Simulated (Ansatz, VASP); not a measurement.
B in VASP and in Ansatz

The input INCAR:

```
PREC     = Accurate       # precision mode
ENCUT    = 520            # plane-wave cutoff, eV
EDIFF    = 1E-7           # SCF threshold, eV
ISMEAR   = -1             # smearing method
SIGMA    = 0.1            # smearing width, eV
LREAL    = F              # projectors in reciprocal space
LASPH    = T              # aspherical terms in the spheres
NELM     = 100            # most SCF steps
ALGO     = Normal         # electronic algorithm
ISIF     = 2              # what is computed and relaxed
LWAVE    = F              # write WAVECAR
LCHARG   = T              # write CHGCAR
GGA      = RP             # functional
LELF     = T              # ELF
LVHAR    = T            
NBANDS   = 12             # bands
```

The input KPOINTS:

```
Automatic mesh
0
Gamma
  14 14 12
```

POSCAR

```
B
1.0
    2.8783155179      0.0000000000      0.0000000000
   -1.4391577590      2.4926943586      0.0000000000
    0.0000000000      0.0000000000      2.8427084702
B
3
Direct
    1.0000000000      0.0000000000      0.0000000000
    0.3333333333      0.6666666667      0.5000000000
    0.6666666667      0.3333333333      0.5000000000
```

Input for Ansatz:

```yaml
crystal:
  lattice:
    - [2.8783155179, 0.0, 0.0]
    - [-1.439157759, 2.4926943586, 0.0]
    - [0.0, 0.0, 2.8427084702]
  atoms:
    - { symbol: B, position: [1.0, 0.0, 0.0] }
    - { symbol: B, position: [0.3333333333, 0.6666666667, 0.5] }
    - { symbol: B, position: [0.6666666667, 0.3333333333, 0.5] }
hamiltonian:
  xc: rpbe
  pseudopotentials:
    kind: paw
    azcp:
      B: "pseudopotentials/B.paw.azcp"
basis:
  ecutwfc: 420
  fft_grid_basis: typed
kpoints:
  mp_grid: { grid: [14, 14, 12], shift: [0, 0, 0] }
magnetization:
  spin_polarized: false
scf:
  occupations: { method: fermi_dirac, width: 0.1 }
  lower_state_search: "off"
output:
  stress: true
```

Alike in both runs: task single point; functional RPBE; k mesh 14 × 14 × 12; occupations fermi-dirac, width 0.1 eV; no spin polarisation.

|  | VASP | Ansatz |
| --- | --- | --- |
| version | VASP 6.6.1 | Ansatz 0.2.0 |
| potentials or method | VASP PAW PBE potentials, release 64 (B), cutoff 520 eV | plane waves (420 eV) with PAW, scalar-relativistic |
| valence electrons in the cell | 9 | 9 |

|  | VASP | Ansatz | Ansatz less VASP |
| --- | --- | --- | --- |
| pressure (GPa) | -0.1 | 0.0 | +0.16 |
| traceless stress, the component that is largest in VASP (GPa) | -0.73 | -0.65 | +0.079 |

VASP's potentials were made for PBE, not for RPBE.
